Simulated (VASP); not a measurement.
C:

```
C
1.0
     0.00000    2.01036    2.01036
     2.01036    0.00000    2.01036
     2.01036    2.01036    0.00000
C
2
Cartesian
  -0.5026 -0.5026 -0.5026
  0.5026 0.5026 0.5026
```

| Item | Value |
| --- | --- |
| Program | VASP 6.6.1 |
| Task | relaxation of cell and atoms |
| Functional | LDA |
| Potentials or basis | VASP PAW LDA potentials, release 64 (C) |
| Cutoff | 600 eV |
| k mesh | 14 × 14 × 14 |
| Occupations | fermi-dirac, width 0.02 eV |
| Spin | no spin polarisation |

At the start: pressure -86.4 GPa; volume 8.13 Å³/atom.

**Question.** How do energy, volume and symmetry change on relaxing?

**Answer.** Over 7 steps the energy falls by 965.3 meV/atom and the volume is 5.52 Å³/atom (-32.1 %); space group Fd-3m (No. 227, to 0.05 Å).

Step by step:
```tsv
step	energy change (eV)	largest force (eV/Å)	pressure (GPa)	volume (Å³)
1	0.0000	0.0000	-86.37	16.25
2	0.0916	0.0000	270.77	7.97
3	-1.9226	0.0000	-9.99	11.28
4	-1.9300	0.0000	-2.75	11.10
5	-1.9305	0.0000	1.06	11.01
6	-1.9304	0.0000	-1.21	11.06
7	-1.9305	0.0000	0.00	11.03
```

Final structure:
```
C
1.0
     0.00000    1.76690    1.76690
     1.76690    0.00000    1.76690
     1.76690    1.76690    0.00000
C
2
Direct
  0.87500 0.87500 0.87500
  0.12500 0.12500 0.12500
```

Caveat: the volume moved by over 15 % at a fixed basis, so the end points are rough.
